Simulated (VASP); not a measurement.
# Si5O (P-62m) in VASP: a series of runs, part 2 of 2

VASP 6.6.1. The steps go on from the part before.

### 5 Single point, PBE, collinear spin, ferromagnetic start

This run uses another cell than the first one, of 15.54 Å³/atom.

The input, INCAR:

```
PREC = Accurate
ENCUT = 520
EDIFF = 1E-6
ISMEAR = 0
SIGMA = 0.1
LREAL = F
LASPH = T
NELM = 150
ALGO = Normal
ISIF = 2
LWAVE = F
LCHARG = F
ISPIN = 2
MAGMOM = 0 0 0 0 0 1
LORBIT = 11
GGA = PE
NBANDS = 26
```

The input, KPOINTS:

```
regular mesh
0
Gamma
  6 6 4
```

The input, POSCAR:

```
Si5O
1.0
    4.6828033400      0.0000000000      0.0000000000
   -2.3414016700      4.0554266600      0.0000000000
    0.0000000000      0.0000000000      4.9093602700
Si O
5 1
Direct
    0.6929031400      0.0000000000      0.0000000000
    0.0000000000      0.6929031400      0.0000000000
    0.3070968600      0.3070968600      0.0000000000
    0.3333333300      0.6666666700      0.0000000000
    0.6666666700      0.3333333300      0.0000000000
    0.0000000000      0.0000000000      0.0000000000
```

The run is started by

```console
$ cat potpaw_PBE.64/Si/POTCAR potpaw_PBE.64/O/POTCAR > POTCAR
$ mpirun -np 1 vasp_std > vasp.out
```

Run time: 47 s. Hardware: 1 thread of Intel Xeon 6975P-C (Granite Rapids), shared host; peak memory 0.28 GiB.

It converged, with:

```
Free energy                                           : 13.1116 eV
Pressure                                              : 205.8 GPa
Largest force                                         : 13.670 eV/Å
Band gap on the k mesh                                : zero (filled and empty bands overlap)
Net moment                                            : 0.00 μB per cell
Valence electrons inside the program's atomic spheres : Si 2.64, 2.86 (each value once); O 5.79
```

Forces on the atoms (eV/Å):
```
Si   13.670   0.000   0.000
Si   -6.835  11.839   0.000
Si   -6.835 -11.839   0.000
Si    0.000   0.000   0.000
Si    0.000   0.000   0.000
O     0.000   0.000   0.000
```

Stress tensor (GPa, compression positive):
```
309.03   0.00   0.00
  0.00 309.03   0.00
  0.00   0.00  -0.77
```

Levels at points of the mesh, in eV from the Fermi level:
Spin up:
```csv
k point,band 9,band 10,band 11,band 12,band 13,band 14,band 15,band 16,band 17,band 18
"(0.00, 0.00, 0.00)",-4.97,-3.52,-3.52,0.05,0.37,0.37,0.48,3.14,3.14,4.33
"(0.50, 0.00, 0.00)",-4.81,-2.98,-2.96,-2.11,-0.54,0.66,1.16,2.44,2.81,3.19
"(0.00, 0.00, 0.50)",-5.47,-3.48,-3.48,0.02,0.02,0.14,2.66,2.66,3.20,4.38
"(0.50, 0.00, 0.50)",-5.27,-3.43,-2.93,-2.09,-0.97,0.87,1.49,2.02,5.35,6.02
```
Spin down:
```csv
k point,band 9,band 10,band 11,band 12,band 13,band 14,band 15,band 16,band 17,band 18
"(0.00, 0.00, 0.00)",-4.97,-3.52,-3.52,0.05,0.37,0.37,0.48,3.14,3.14,4.33
"(0.50, 0.00, 0.00)",-4.81,-2.98,-2.96,-2.11,-0.54,0.66,1.16,2.44,2.81,3.19
"(0.00, 0.00, 0.50)",-5.47,-3.48,-3.48,0.02,0.02,0.14,2.66,2.66,3.20,4.38
"(0.50, 0.00, 0.50)",-5.27,-3.43,-2.93,-2.09,-0.97,0.87,1.49,2.02,5.35,6.02
```

Caveat: the stress differs along the axes, from -1 to 309 GPa; forces of over 1 eV/Å act on the atoms, so gaps and moduli don't describe the material at rest.

### 6 Relaxation of cell and atoms, PBE

The input, INCAR:

```
PREC = Accurate ; ENCUT = 600
EDIFF = 1E-6 ; ISMEAR = 0
SIGMA = 0.1 ; LREAL = F
LASPH = T ; NELM = 100
ALGO = Normal ; ISIF = 3
LWAVE = F ; LCHARG = F
GGA = PE ; IBRION = 2
NSW = 100 ; EDIFFG = -0.01
```

The input, KPOINTS:

```
Automatic mesh
0
Gamma
  6 6 14
```

The input, POSCAR:

```
Si5O
1.0
    6.6839565968      0.0000000000      0.0000000000
   -3.3419782984      5.7884762106      0.0000000000
    0.0000000000      0.0000000000      2.5596212250
Si O
5 1
Direct
    0.7236052957      0.0000000000      0.0000000000
    0.0000000000      0.7236052957      0.0000000000
    0.2763947043      0.2763947043      0.0000000000
    0.3333333333      0.6666666667      0.0000000000
    0.6666666667      0.3333333333      0.0000000000
    0.0000000000      0.0000000000      0.0000000000
```

Potentials or basis: VASP PAW PBE potentials, release 64 (Si, O).

The run is started by

```console
$ cat potpaw_PBE.64/Si/POTCAR potpaw_PBE.64/O/POTCAR > POTCAR
$ mpirun -np 1 vasp_std > vasp.out
```

Wall time 2.3 min (1 thread of Intel Xeon 6975P-C (Granite Rapids), shared host); peak memory 0.29 GiB.

Results (log left out):

```
Free energy                           : -32.3639 eV
Relaxed volume                        : 16.49 Å³/atom
Relaxed cell                          : a = 6.622 Å, b = 6.622 Å, c = 2.606 Å, α = 90.00°, β = 90.00°, γ = 120.00°
Space group after relaxing (to 0.1 Å) : P-62m (No. 189)
Energy gained by relaxing             : 6.4 meV/atom
Ionic steps                           : 6
Pressure after relaxing               : 0.1 GPa
Band gap on the k mesh                : zero (bands 13 and 14 overlap by 2.50 eV)
```

The path:
| step | energy change (eV) | largest force (eV/Å) | pressure (GPa) | volume (Å³) |
| --- | --- | --- | --- | --- |
| 1 | 0.0000 | 0.1529 | 0.07 | 99.03 |
| 2 | -0.0359 | 0.1656 | 0.05 | 99.11 |
| 3 | -0.0360 | 0.1664 | 0.04 | 99.11 |
| 4 | -0.0382 | 0.0134 | -0.12 | 99.18 |
| 5 | -0.0383 | 0.0036 | -0.15 | 99.18 |
| 6 | -0.0383 | 0.0017 | 0.07 | 98.96 |

Final structure:
```
CELL_PARAMETERS angstrom
6.62208 0.00000 0.00000
-3.31104 5.73489 0.00000
0.00000 0.00000 2.60568
ATOMIC_POSITIONS crystal
Si 0.72112 0.00000 0.00000
Si 0.00000 0.72112 0.00000
Si 0.27888 0.27888 0.00000
Si 0.33333 0.66667 0.00000
Si 0.66667 0.33333 0.00000
O 0.00000 0.00000 0.00000
```

Levels at points of the mesh, in eV from the Fermi level:
```csv
k point,band 11,band 12,band 13,band 14,band 15,band 16
"(0.00, 0.00, 0.00)",-3.34,0.93,0.93,2.68,2.68,2.74
"(0.50, 0.00, 0.00)",-1.82,-0.65,-0.32,0.28,2.44,3.52
"(0.00, 0.00, 0.50)",-3.25,-3.19,-1.05,-1.05,0.81,1.62
"(0.50, 0.00, 0.50)",-2.83,-1.63,-1.42,-0.88,-0.61,2.29
```

### 7 Summary

```csv
task,spin,cell,k mesh,cutoff (eV),gap on the mesh (eV),pressure (GPa),moment (μB),relaxed volume (Å³/atom),largest force (eV/Å)
single point,"collinear, ferromagnetic start","a = 6.684, b = 6.684, c = 2.560 Å, angles 90.0, 90.0, 120.0°, 6 atoms, atomic positions A",3 × 3 × 6,520,none,-0.2,0.00,-,0.30
single point,off,"a = 6.625, b = 6.625, c = 2.607 Å, angles 90.0, 90.0, 120.0°, 6 atoms, atomic positions B",6 × 6 × 14,520,none,0.0,-,-,0.01
relaxation of cell and atoms,off,"relaxed from a = 4.683, b = 4.683, c = 4.909 Å, angles 90.0, 90.0, 120.0°, 6 atoms, atomic positions C",6 × 6 × 4,600,none,-0.1,-,16.47,0.01
single point,"collinear, ferromagnetic start","a = 4.683, b = 4.683, c = 4.909 Å, angles 90.0, 90.0, 120.0°, 6 atoms, atomic positions C",6 × 6 × 4,520,none,205.8,0.00,-,13.67
relaxation of cell and atoms,off,"relaxed from a = 6.684, b = 6.684, c = 2.560 Å, angles 90.0, 90.0, 120.0°, 6 atoms, atomic positions A",6 × 6 × 14,600,none,0.1,-,16.49,-
```

Alike in all rows: level PBE; potentials or basis VASP PAW PBE potentials, release 64 (Si, O); smearing gaussian 0.1 eV.

Caveats: some runs use coarse meshes; a cell axis changed by over 15 % at a fixed basis, so the end point is rough (at least some runs); the stress differs along the axes, from -1 to 309 GPa (at least some runs); forces of over 1 eV/Å act on the atoms, so gaps and moduli don't describe the material at rest (at least some runs).

Total energies depend on the potentials used, so only differences within one code and one set of settings carry meaning.
